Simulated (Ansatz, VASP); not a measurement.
## K in VASP and in Ansatz

INCAR

```
PREC = Accurate ; ENCUT = 520
EDIFF = 1E-6 ; ISMEAR = -1
SIGMA = 0.1 ; LREAL = False
LASPH = True ; NELM = 60
ALGO = Normal ; ISIF = 2
LWAVE = False ; LCHARG = False
GGA = PE ; NBANDS = 10
```

Contents of KPOINTS:

```
Automatic mesh
0
Gamma
  12 12 12
```

File POSCAR:

```
K
1.0
    4.3524320016      0.0000000000      0.0000000000
    0.0000000000      4.3524320016      0.0000000000
    0.0000000000      0.0000000000      4.3524320016
K
1
Direct
    0.0000000000      0.0000000000      0.0000000000
```

Input for Ansatz:

```yaml
crystal:
  lattice:
    - [4.3524320016, 0.0, 0.0]
    - [0.0, 4.3524320016, 0.0]
    - [0.0, 0.0, 4.3524320016]
  atoms:
    - { symbol: K, position: [0.0, 0.0, 0.0] }
hamiltonian:
  xc: pbe
  pseudopotentials:
    kind: paw
    azcp:
      K: "pseudopotentials/K.paw.azcp"
basis:
  ecutwfc: 420
  fft_grid_basis: typed
kpoints:
  mp_grid: { grid: [12, 12, 12], shift: [0, 0, 0] }
magnetization:
  spin_polarized: false
scf:
  occupations: { method: fermi_dirac, width: 0.1 }
output:
  stress: true
```

Alike in both runs: task single point; functional PBE; k mesh 12 × 12 × 12; occupations fermi-dirac, width 0.1 eV; no spin polarisation.

```csv
,VASP,Ansatz
version,VASP 6.6.1,Ansatz 0.2.0
potentials or method,"VASP PAW PBE potentials, release 64 (K_sv), cutoff 520 eV","plane waves (420 eV) with PAW, scalar-relativistic"
valence electrons in the cell,9,9
```

|  | VASP | Ansatz | Ansatz less VASP |
| --- | --- | --- | --- |
| pressure (GPa) | -0.1 | -0.1 | +0.01 |

With one functional, cell and mesh, what is left measures potentials, basis and numerics.
